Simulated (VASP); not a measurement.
A run of VASP 6.6.1 is set up as follows.

The input INCAR:

```
SYSTEM = TeWS4
ALGO = Normal ; EDIFF = 1E-7
EDIFFG = -0.04 ; ENCUT = 600
GGA = PE ; IBRION = 2
ISIF = 3 ; ISMEAR = 0
ISPIN = 2 ; LASPH = .True.
LCHARG = .False. ; LMAXMIX = 4
LORBIT = 11 ; LREAL = .False.
LWAVE = .False. ; MAGMOM = -0.11 0.93 -0.01 -0.01 -0.01 -0.01
NELM = 150 ; NSW = 90
PREC = Accurate ; SIGMA = 0.1
```

KPOINTS

```
k-points
0
Gamma
  4 4 4
  0 0 0
```

POSCAR

```
TeWS4
1.0
    0.0000000000      4.0717134800      4.0717134800
    4.0717134800      0.0000000000      4.0717134800
    4.0717134800      4.0717134800      0.0000000000
Te W S
1 1 4
Direct
    0.2500000000      0.2500000000      0.2500000000
    0.0000000000      0.0000000000      0.0000000000
    0.6253080000      0.6253080000      0.1240760000
    0.6253080000      0.6253080000      0.6253080000
    0.1240760000      0.6253080000      0.6253080000
    0.6253080000      0.1240760000      0.6253080000
```

Potentials or basis: VASP PAW PBE potentials, release 64 (Te, W_sv, S).

Launch:

```sh
$ cat potpaw_PBE.64/Te/POTCAR potpaw_PBE.64/W_sv/POTCAR potpaw_PBE.64/S/POTCAR > POTCAR
$ mpirun -np 1 vasp_std > vasp.out
```

Task: Estimate the net moment.

Result: 0.00 μB per cell.

Task: Estimate the relaxed cell.

Result: a = 5.268 Å, b = 5.268 Å, c = 5.268 Å, α = 60.00°, β = 60.00°, γ = 60.00°.

Task: What does it give for the relaxed volume?

Result: 17.23 Å³/atom.

Step by step:
| step | energy change (eV) | largest force (eV/Å) | pressure (GPa) | volume (Å³) |
| --- | --- | --- | --- | --- |
| 1 | 0.0000 | 0.2760 | -13.95 | 135.01 |
| 2 | -1.7799 | 0.1109 | 2.59 | 100.23 |
| 3 | -1.8000 | 0.1417 | 0.08 | 102.78 |
| 4 | -1.7992 | 0.1482 | -0.45 | 103.37 |
| 5 | -1.8024 | 0.0956 | -0.42 | 103.38 |
| 6 | -1.8049 | 0.0086 | -0.33 | 103.40 |

Caveat: the volume moved by over 15 % at a fixed basis, so the end points are rough.
